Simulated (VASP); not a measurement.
ZnCd2Se2S:

```
Zn Cd Se S
1.0
     5.15576    0.00000    0.00000
     0.00000    5.15576    0.00000
     0.00000    0.00000    5.57281
Zn Cd Se S
1 2 2 1
Direct
  0.00000 0.00000 0.50000
  0.50000 0.50000 0.73849
  0.50000 0.50000 0.26151
  0.50000 0.00000 0.00000
  0.00000 0.50000 0.00000
  0.00000 0.00000 0.00000
```

The cell was built from a structure type or drawn by symmetry, and may not be a known phase.

| Property | Result |
| --- | --- |
| Program | VASP 6.6.1 |
| Task | relaxation of cell and atoms |
| Functional | PBE |
| Potentials or basis | VASP PAW PBE potentials, release 64 (Zn, Cd, Se, S) |
| Cutoff | 600 eV |
| k mesh | 8 × 8 × 8 |
| Occupations | gaussian, width 0.1 eV |
| Spin | no spin polarisation |

At the start: pressure 0.7 GPa; volume 24.69 Å³/atom.

**Question.** How do energy, volume and symmetry change on relaxing?

**Answer.** Over 14 steps the energy falls by 2.8 meV/atom and the volume is 25.11 Å³/atom (+1.7 %); space group P4/mmm (No. 123, to 0.1 Å) before and after.

The path:
```tsv
step	energy change (eV)	largest force (eV/Å)	pressure (GPa)	volume (Å³)
1	0.0000	0.1630	0.66	148.14
2	-0.0061	0.0315	-0.01	150.33
3	-0.0061	0.0239	-0.05	150.47
4	-0.0068	0.0165	-0.04	150.42
5	-0.0082	0.0011	0.01	150.27
6	-0.0107	0.0114	0.12	149.96
7	-0.0151	0.0160	0.39	149.25
8	-0.0156	0.0146	0.35	149.43
9	-0.0162	0.0109	0.22	149.96
10	-0.0165	0.0121	0.17	150.11
11	-0.0169	0.0161	0.03	150.55
12	-0.0169	0.0170	0.00	150.64
13	-0.0169	0.0113	0.00	150.65
14	-0.0169	0.0003	0.00	150.67
```

Final structure:
```
Zn Cd Se S
1.0
     5.07030    0.00000    0.00000
     0.00000    5.07030    0.00000
     0.00000    0.00000    5.86085
Zn Cd Se S
1 2 2 1
Cartesian
  0.0000 0.0000 2.9304
  2.5352 2.5352 4.2807
  2.5352 2.5352 1.5801
  2.5352 0.0000 0.0000
  0.0000 2.5352 0.0000
  0.0000 0.0000 0.0000
```
